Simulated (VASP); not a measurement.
# V3F (P6_3/mmc) in VASP: notebook

Runs on V3F. Level: PBE. Tasks: single point, relaxation of cell and atoms.

Program: VASP 6.6.1. These are calculated values, not measurements. Logs are shortened: lines on timing, memory, paths and dates and some standing lists are left out, and cuts for length are marked.

## 1. The cell of the first run

It takes space group P6_3/mmc (No. 194, hexagonal). Conventional cell: a = 5.375 Å, b = 5.375 Å, c = 4.263 Å, α = 90.00°, β = 90.00°, γ = 120.00°. V (site symmetry mm2) has 8 V at 2.48 to 2.89 Å and 4 F at 2.69 to 2.71 Å within 3.3 Å. Within 3.5 Å of F (site symmetry -6m2) lie 12 V at 2.69 to 2.71 Å.

## 2. Single point, PBE

INCAR reads:

```
ALGO     = Fast           # electronic algorithm
EDIFF    = 1E-6           # SCF threshold, eV
ENCUT    = 520            # plane-wave cutoff, eV
GGA      = PE             # functional
ISIF     = 2              # what is computed and relaxed
ISMEAR   = 0              # smearing method
LASPH    = T              # aspherical terms in the spheres
LCHARG   = F              # write CHGCAR
LREAL    = F              # projectors in reciprocal space
LWAVE    = F              # write WAVECAR
NBANDS   = 56             # bands
NELM     = 100            # most SCF steps
PREC     = Accurate       # precision mode
SIGMA    = 0.1            # smearing width, eV
```

KPOINTS reads:

```
k-points
0
Gamma
  6 6 4
```

POSCAR reads:

```
V3F
1.0
    5.3753918400      0.0000000000      0.0000000000
   -2.6876959200      4.6552258887      0.0000000000
    0.0000000000      0.0000000000      4.2627918450
V F
6 2
Direct
    0.8460220848      0.6920441696      0.2500000000
    0.1539779152      0.8460220848      0.7500000000
    0.3079558304      0.1539779152      0.2500000000
    0.1539779152      0.3079558304      0.7500000000
    0.8460220848      0.1539779152      0.2500000000
    0.6920441696      0.8460220848      0.7500000000
    0.3333333333      0.6666666667      0.2500000000
    0.6666666667      0.3333333333      0.7500000000
```

Potentials or basis: VASP PAW PBE potentials, release 64 (V_sv, F).

The run is started by

```bash
cat potpaw_PBE.64/V_sv/POTCAR potpaw_PBE.64/F/POTCAR > POTCAR
mpirun -np 1 vasp_std > vasp.out
```

OUTCAR:

```text
EDIFF = 1E-6
   ENCUT = 520
   GGA = PE
   ISIF = 2
   ISMEAR = 0
   LASPH = T
   LREAL = F
   NELM = 100
   PREC = Accurate

 ion  position               nearest neighbor table
   1  0.846  0.692  0.250-   3 2.48   5 2.48   6 2.57   6 2.57   2 2.57   2 2.57   5 2.89   3 2.89

   2  0.154  0.846  0.750-   4 2.48   6 2.48   3 2.57   3 2.57   1 2.57   1 2.57   4 2.89   6 2.89

   3  0.308  0.154  0.250-   1 2.48   5 2.48   2 2.57   2 2.57   4 2.57   4 2.57   1 2.89   5 2.89

   4  0.154  0.308  0.750-   2 2.48   6 2.48   3 2.57   3 2.57   5 2.57   5 2.57   6 2.89   2 2.89

   5  0.846  0.154  0.250-   1 2.48   3 2.48   6 2.57   6 2.57   4 2.57   4 2.57   1 2.89   3 2.89

   6  0.692  0.846  0.750-   4 2.48   2 2.48   5 2.57   5 2.57   1 2.57   1 2.57   4 2.89   2 2.89

   7  0.333  0.667  0.250-
   8  0.667  0.333  0.750-

  LATTYP: Found a hexagonal cell.
 ALAT       =     5.3753918400
 C/A-ratio  =     0.7930197411

  Lattice vectors:

 A1 = (   5.3753918400,   0.0000000000,   0.0000000000)
 A2 = (  -2.6876959200,   4.6552258887,   0.0000000000)
 A3 = (   0.0000000000,   0.0000000000,   4.2627918450)

Analysis of symmetry for initial positions (statically):
=====================================================================
 Subroutine PRICEL returns:
 Original cell was already a primitive cell.

 Routine SETGRP: Setting up the symmetry group for a
 hexagonal supercell.

 Subroutine GETGRP returns: Found 24 space group operations
 (whereof 12 operations were pure point group operations)
 out of a pool of 24 trial point group operations.

The static configuration has the point symmetry D_3d.
 The point group associated with its full space group is D_6h.

Analysis of symmetry for dynamics (positions and initial velocities):
=====================================================================
 Subroutine PRICEL returns:
 Original cell was already a primitive cell.

 Routine SETGRP: Setting up the symmetry group for a
 hexagonal supercell.

 Subroutine GETGRP returns: Found 24 space group operations
 (whereof 12 operations were pure point group operations)
 out of a pool of 24 trial point group operations.

The dynamic configuration has the point symmetry D_3d.
 The point group associated with its full space group is D_6h.

 Subroutine INISYM returns: Found 24 space group operations
 (whereof 12 operations are pure point group operations),
 and found     1 'primitive' translations

----------------------------------------------------------------------------------------

                                     Primitive cell

  volume of cell :     106.6707

  direct lattice vectors                    reciprocal lattice vectors
     5.375391840  0.000000000  0.000000000     0.186032950  0.107406174  0.000000000
    -2.687695920  4.655225889  0.000000000     0.000000000  0.214812347  0.000000000
     0.000000000  0.000000000  4.262791845     0.000000000  0.000000000  0.234588044

  length of vectors
     5.375391840  5.375391840  4.262791845     0.214812347  0.214812347  0.234588044

  position of ions in fractional coordinates (direct lattice)
     0.846022085  0.692044170  0.250000000
     0.153977915  0.846022085  0.750000000
     0.307955830  0.153977915  0.250000000
     0.153977915  0.307955830  0.750000000
     0.846022085  0.153977915  0.250000000
     0.692044170  0.846022085  0.750000000
     0.333333333  0.666666667  0.250000000
     0.666666667  0.333333333  0.750000000

  ion indices of the primitive-cell ions
   primitive index   ion index
                 1           1
                 2           2
                 3           3
                 4           4
                 5           5
                 6           6
                 7           7
                 8           8

----------------------------------------------------------------------------------------

 KPOINTS: k-points

Automatic generation of k-mesh.
 Grid dimensions read from file:
 generate k-points for:    6    6    4

 Generating k-lattice:

  Cartesian coordinates                     Fractional coordinates (reciprocal lattice)
     0.031005492  0.017901029  0.000000000     0.166666667  0.000000000  0.000000000
     0.000000000  0.035802058  0.000000000     0.000000000  0.166666667  0.000000000
     0.000000000  0.000000000  0.058647011     0.000000000  0.000000000  0.250000000

  Length of vectors
     0.035802058  0.035802058  0.058647011

  Shift w.r.t. Gamma in fractional coordinates (k-lattice)
     0.000000000  0.000000000  0.000000000

 Subroutine IBZKPT returns following result:
 ===========================================

 Found     21 irreducible k-points:

 Following reciprocal coordinates:
            Coordinates               Weight
  0.000000  0.000000  0.000000      1.000000
  0.166667 -0.000000  0.000000      6.000000
  0.333333  0.000000  0.000000      6.000000
  0.500000 -0.000000  0.000000      3.000000
  0.166667  0.166667  0.000000      6.000000
  0.333333  0.166667  0.000000     12.000000
[... 13 lines left out ...]
  0.333333  0.166667  0.500000     12.000000
  0.333333  0.333333  0.500000      2.000000
   k-points           NKPTS =     21   k-points in BZ     NKDIM =     21   number of bands    NBANDS=     56
   number of dos      NEDOS =    301   number of ions     NIONS =      8
   total plane-waves  NPLWV =  51200
   dimension x,y,z NGX =    40 NGY =   40 NGZ =   32
   dimension x,y,z NGXF=    80 NGYF=   80 NGZF=   64
   ions per type =               6   2
   NGX,Y,Z   is equivalent  to a cutoff of  12.37, 12.37, 12.48 a.u.
   NGXF,Y,Z  is equivalent  to a cutoff of  24.74, 24.74, 24.96 a.u.
 SYSTEM =  unknown system
   PREC   = accura    normal or accurate (medium, high low for compatibility)
   ISTART =      0    job   : 0-new  1-cont  2-samecut
   ICHARG =      2    charge: 1-file 2-atom 10-const
   ISPIN  =      1    spin polarized calculation?
   LNONCOLLINEAR =      F non collinear calculations
   LSORBIT =      F    spin-orbit coupling
   LASPH  =      T    aspherical Exc in radial PAW
   ENCUT  =  520.0 eV  38.22 Ry    6.18 a.u.   9.99  9.99  7.93*2*pi/ulx,y,z
   NELM   =    100;   NELMIN=  2; NELMDL= -5     # of ELM steps
   EDIFF  = 0.1E-05   stopping-criterion for ELM
   LREAL  =      F    real-space projection
   EDIFFG = 0.1E-04   stopping-criterion for IOM
   NSW    =      0    number of steps for IOM
   IBRION =     -1    ionic relax: 0-MD 1-quasi-New 2-CG
   NFREE  =      0    steps in history (QN), initial steepest desc. (CG)
   ISIF   =      2    stress and relaxation
   ISYM   =      2    0-nonsym 1-usesym 2-fastsym
   POTIM  = 0.5000    time-step for ionic-motion
   TEBEG  =    0.0;   TEEND  =   0.0 temperature during run
   PSTRESS=    0.0 pullay stress
   NELECT =      92.0000    total number of electrons
   NUPDOWN=      -1.0000    fix difference up-down
   EMIN   =  10.00;   EMAX   =-10.00  energy-range for DOS
   EFERMI =   0.00;   METHOD = LEGACY
   ISMEAR =     0;   SIGMA  =   0.10  broadening in eV -4-tet -1-fermi 0-gaus
   EFERMI_NEDOS =   21; number of points for ismear=-14 and -15
   IALGO  =     68    algorithm
   IMIX   =      4    mixing-type and parameters
     AMIX     =   0.40;   BMIX     =  1.00
     AMIX_MAG =   1.60;   BMIX_MAG =  1.00
  volume/ion in A,a.u.               =      13.33        89.98
  Fermi-wavevector in a.u.,A,eV,Ry     =   1.558317  2.944792 33.039727  2.428351
  Thomas-Fermi vector in A             =   2.661839
   LORBIT       =      0    0 simple, 1 ext, 2 COOP (PROOUT), +10 PAW based schemes
   GGA     = PE    functional components
   LHFCALC =     F    Hartree Fock is set to
   AEXX    =    0.0000 exact exchange contribution
   IVDW    =     0    specifies the selected vdW correction
   LEPSILON=     F    determine dielectric tensor
   LRPA    =     F    only Hartree local field effects (RPA)
 non-spin polarized calculation
 RMM-DIIS sequential band-by-band and
 Gauss-broadening in eV      SIGMA  =   0.10
  energy-cutoff  :      520.00
  volume of cell :      106.67
 maximum number of plane-waves:      2888
 NGX is ok and might be reduce to    40
   NGX = 19   NGY = 19   NGZ = 15

 number of electron      91.9999960 magnetization

 Free energy of the ion-electron system (eV)
  ---------------------------------------------------
  ext. energy  EPLUGINS =         0.00000000
  ---------------------------------------------------
  free energy    TOTEN  =       -56.27709872 eV

  energy without entropy =      -56.25488888  energy(sigma->0) =      -56.26599380

 E-fermi :   8.2224     XC(G=0): -11.9951

 val. band max:        8.1496990622   @ k =   0.3333   0.3333   0.5000
 cond. band min:       8.2601793493   @ k =   0.3333   0.1667   0.2500
 fundamental gap:      0.1104802871
 Fermi energy:         8.2224393980

 k-point     1 :       0.0000    0.0000    0.0000
  band No.  band energies     occupation
      1     -55.7450      2.00000
      2     -55.5743      2.00000
      3     -55.5743      2.00000
      4     -55.5519      2.00000
      5     -55.4804      2.00000
      6     -55.4804      2.00000
[... 48 lines left out ...]
     55      10.1675      0.00000
     56      10.2936      0.00000

 k-point     2 :       0.1667   -0.0000    0.0000
  band No.  band energies     occupation
      1     -55.7413      2.00000
      2     -55.5782      2.00000
      3     -55.5744      2.00000
      4     -55.5487      2.00000
      5     -55.4835      2.00000
      6     -55.4803      2.00000
[... 48 lines left out ...]
     55      10.0590      0.00000
     56      10.2023      0.00000

 k-point     3 :       0.3333    0.0000    0.0000
  band No.  band energies     occupation
      1     -55.7334      2.00000
      2     -55.5869      2.00000
      3     -55.5747      2.00000
      4     -55.5410      2.00000
      5     -55.4909      2.00000
      6     -55.4801      2.00000
[... 995 lines left out ...]
 k-point    20 :       0.3333    0.1667    0.5000
  band No.  band energies     occupation
      1     -55.6337      2.00000
      2     -55.6337      2.00000
      3     -55.5431      2.00000
      4     -55.5431      2.00000
      5     -55.5274      2.00000
      6     -55.5274      2.00000
[... 48 lines left out ...]
     55       9.9247      0.00000
     56       9.9267      0.00000

 k-point    21 :       0.3333    0.3333    0.5000
  band No.  band energies     occupation
      1     -55.6314      2.00000
      2     -55.6314      2.00000
      3     -55.5455      2.00000
      4     -55.5455      2.00000
      5     -55.5274      2.00000
      6     -55.5274      2.00000
[... 48 lines left out ...]
     55       9.9265      0.00000
     56       9.9381      0.00000

------------------------ aborting loop because EDIFF is reached ----------------------------------------

  FORCE on cell =-STRESS in cart. coord.  units (eV):
  Direction    XX          YY          ZZ          XY          YZ          ZX
  --------------------------------------------------------------------------------------
  -------------------------------------------------------------------------------------
  Total        0.2799033      0.2799033      0.2154956      0.0000000      0.0000000      0.0000000
  in kB        4.2041048      4.2041048      3.2367108      0.0000000      0.0000000      0.0000000
  external PRESSURE =       3.8816401 kB  Pullay stress =       0.0000000 kB

 VOLUME and BASIS-vectors are now :
 -----------------------------------------------------------------------------
  energy-cutoff  :      520.00
  volume of cell :      106.67
      direct lattice vectors                 reciprocal lattice vectors
     5.375391840  0.000000000  0.000000000     0.186032950  0.107406174  0.000000000
    -2.687695920  4.655225889  0.000000000     0.000000000  0.214812347  0.000000000
     0.000000000  0.000000000  4.262791845     0.000000000  0.000000000  0.234588044

 POSITION                                       TOTAL-FORCE (eV/Angst)
 -----------------------------------------------------------------------------------
      2.68770      3.22162      1.06570         0.000000     -0.036669     -0.000000
     -1.44616      3.93842      3.19709         0.031756     -0.018334     -0.000000
      1.24154      0.71680      1.06570         0.031756      0.018334     -0.000000
      0.00000      1.43360      3.19709         0.000000      0.036669      0.000000
      4.13385      0.71680      1.06570        -0.031756      0.018334     -0.000000
      1.44616      3.93842      3.19709        -0.031756     -0.018334      0.000000
     -0.00000      3.10348      1.06570         0.000000     -0.000000     -0.000000
      2.68770      1.55174      3.19709         0.000000     -0.000000     -0.000000
 -----------------------------------------------------------------------------------
    total drift:                                0.000000     -0.000000      0.000000

  FREE ENERGIE OF THE ION-ELECTRON SYSTEM (eV)
  ---------------------------------------------------
  free  energy   TOTEN  =       -56.2770987165 eV

  energy  without entropy=      -56.2548888784  energy(sigma->0) =      -56.26599380
```

It took 3 min on 1 thread of Oxide Virtual Turin-like, shared host; peak memory 0.23 GiB.

Results:

- Free energy: -56.2771 eV
- Pressure: 0.4 GPa
- Largest force: 0.037 eV/Å
- Band gap on the k mesh: zero (bands 46 and 47 overlap by 0.30 eV)

Forces on the atoms (eV/Å):
```
V    0.000 -0.037  0.000
V    0.032 -0.018  0.000
V    0.032  0.018  0.000
V    0.000  0.037  0.000
V   -0.032  0.018  0.000
V   -0.032 -0.018  0.000
F    0.000  0.000  0.000
F    0.000  0.000  0.000
```

Levels at points of the mesh, in eV from the Fermi level:
```csv
k point,band 43,band 44,band 45,band 46,band 47,band 48,band 49,band 50
"(0.00, 0.00, 0.00)",-1.13,-0.15,-0.08,0.14,0.14,0.72,0.72,1.52
"(0.50, 0.00, 0.00)",-0.70,-0.45,-0.25,0.09,0.21,0.26,0.44,0.64
"(0.00, 0.00, 0.50)",-1.00,-1.00,-1.00,-1.00,1.39,1.39,1.39,1.39
"(0.50, 0.00, 0.50)",-0.33,-0.33,-0.23,-0.23,0.50,0.50,0.57,0.57
```

Caveat: the k points lie up to 0.37 Å⁻¹ apart; the run has no spin polarisation, though such a crystal can be magnetic. With open d or f shells a metallic result of PBE can be an artefact of self-interaction; +U or a hybrid may open a gap.

## 3. Relaxation of cell and atoms, PBE

This run uses another cell than the first one, of 12.50 Å³/atom.

INCAR reads:

```
SYSTEM = V3F
  PREC = Accurate
  ENCUT = 600
  EDIFF = 1E-6
  ISMEAR = 0
  SIGMA = 0.1
  LREAL = .FALSE.
  LASPH = .TRUE.
  NELM = 60
  ALGO = Fast
  ISIF = 3
  LWAVE = .FALSE.
  LCHARG = .FALSE.
  GGA = PE
  IBRION = 2
  NSW = 90
  EDIFFG = -0.04
```

KPOINTS reads:

```
regular mesh
0
G
  6 6 4
  0 0 0
```

POSCAR reads:

```
V3F
1.0
    5.2404024037      0.0000000000      0.0000000000
   -2.6202012018      4.5383216076      0.0000000000
    0.0000000000      0.0000000000      4.2062314828
V F
6 2
Direct
    0.8330000000      0.6660000000      0.2500000000
    0.1670000000      0.8330000000      0.7500000000
    0.3340000000      0.1670000000      0.2500000000
    0.1670000000      0.3340000000      0.7500000000
    0.8330000000      0.1670000000      0.2500000000
    0.6660000000      0.8330000000      0.7500000000
    0.3333333333      0.6666666667      0.2500000000
    0.6666666667      0.3333333333      0.7500000000
```

Potentials or basis: VASP PAW PBE potentials, release 64 (V_sv, F).

The run is started by

```bash
cat potpaw_PBE.64/V_sv/POTCAR potpaw_PBE.64/F/POTCAR > POTCAR
mpirun -np 1 vasp_std > vasp.out
```

It took 27 min on 1 thread of Oxide Virtual Turin-like, shared host; peak memory 0.27 GiB.

Results (log left out):

```yaml
Free_energy: -56.2704 eV
Relaxed_volume: 13.34 Å³/atom
Relaxed_cell: a = 5.365 Å, b = 5.365 Å, c = 4.282 Å, α = 90.00°, β = 90.00°, γ = 120.00°
Space_group_after_relaxing_to_0.1_Å: P6_3/mmc (No. 194)
Energy_gained_by_relaxing: 58.9 meV/atom
Ionic_steps: 8
Pressure_after_relaxing: 0.2 GPa
Largest_force_after_relaxing: 0.017 eV/Å
Band_gap_on_the_k_mesh: zero (bands 46 and 47 overlap by 0.29 eV)
```

Forces in eV/Å, atoms in the order of the input:
```
V    0.000 -0.017  0.000
V    0.014 -0.008  0.000
V    0.014  0.008  0.000
V    0.000  0.017  0.000
V   -0.014  0.008  0.000
V   -0.014 -0.008  0.000
F    0.000  0.000  0.000
F    0.000  0.000  0.000
```

Stress tensor (GPa, compression positive):
```
 0.35  0.00  0.00
 0.00  0.35  0.00
 0.00  0.00 -0.22
```

The path:
| step | energy change (eV) | largest force (eV/Å) | pressure (GPa) | volume (Å³) |
| --- | --- | --- | --- | --- |
| 1 | 0.0000 | 1.1253 | 4.67 | 100.04 |
| 2 | -0.3415 | 0.6821 | -1.43 | 105.41 |
| 3 | -0.3958 | 0.4685 | -3.91 | 108.69 |
| 4 | -0.4326 | 0.3770 | 3.13 | 105.15 |
| 5 | -0.4654 | 0.0049 | 0.08 | 106.53 |
| 6 | -0.4653 | 0.0086 | 0.19 | 106.49 |
| 7 | -0.4687 | 0.0117 | 0.17 | 106.61 |
| 8 | -0.4712 | 0.0166 | 0.16 | 106.75 |

Final structure:
```
V F
1.0
     5.36531    0.00000    0.00000
    -2.68265    4.64649    0.00000
     0.00000    0.00000    4.28182
V F
6 2
Cartesian
  2.6827 3.2142 1.0705
  -1.4423 3.9303 3.2114
  1.2404 0.7161 1.0705
  0.0000 1.4323 3.2114
  4.1249 0.7161 1.0705
  1.4423 3.9303 3.2114
  0.0000 3.0977 1.0705
  2.6827 1.5488 3.2114
```

Levels at points of the mesh, in eV from the Fermi level:
```tsv
k point	band 43	band 44	band 45	band 46	band 47	band 48	band 49	band 50
(0.00, 0.00, 0.00)	-1.12	-0.12	-0.09	0.13	0.13	0.71	0.71	1.47
(0.50, 0.00, 0.00)	-0.69	-0.45	-0.24	0.07	0.22	0.26	0.45	0.63
(0.00, 0.00, 0.50)	-1.00	-1.00	-1.00	-1.00	1.41	1.41	1.41	1.41
(0.50, 0.00, 0.50)	-0.33	-0.33	-0.23	-0.23	0.50	0.50	0.55	0.55
```

Caveat: the k points lie up to 0.37 Å⁻¹ apart in the final cell; the run has no spin polarisation, though such a crystal can be magnetic.

The gap in the log of VASP goes by the Fermi energy; the results here count the filled bands.